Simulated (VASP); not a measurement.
## LiH: single point with PBE

The system is LiH.

```
CELL_PARAMETERS angstrom
3.28784 0.00000 0.00000
-1.64392 2.84735 0.00000
0.00000 0.00000 4.11269
ATOMIC_POSITIONS crystal
Li 0.33333 0.66667 0.93749
Li 0.66667 0.33333 0.43749
H 0.33333 0.66667 0.43751
H 0.66667 0.33333 0.93751
```

This cell differs from its parent crystal: volume changed by +3%.

| Property | Result |
| --- | --- |
| Program | VASP 6.6.1 |
| Task | single point |
| Functional | PBE |
| Potentials or basis | VASP PAW PBE potentials, release 64 (Li_sv, H) |
| Cutoff | 520 eV |
| k mesh | 9 × 9 × 6 |
| Occupations | gaussian, width 0.01 eV |
| Spin | no spin polarisation |
| Dipole correction | no |
| Further INCAR settings | ALGO = Normal; EDIFF = 1e-06; NBANDS = 12 |

```
Band gap on the k mesh : 1.90 eV, indirect (least direct gap 3.09 eV)
```

Levels at points of the mesh, in eV from the valence-band top:
```
           k point  band 1  band 2  band 3  band 4  band 5  band 6  band 7  band 8
(0.00, 0.00, 0.00)  -44.64  -44.59   -5.11    0.00    3.09   10.55   10.55   11.18
(0.00, 0.00, 0.50)  -44.62  -44.62   -3.62   -3.62    9.38    9.38   12.53   12.53
```

Run time: 13 s on 1 thread of Intel(R) Xeon(R) Platinum 8488C (Sapphire Rapids) (shared host), peak memory 0.15 GiB.

 A k mesh can miss the band edges.
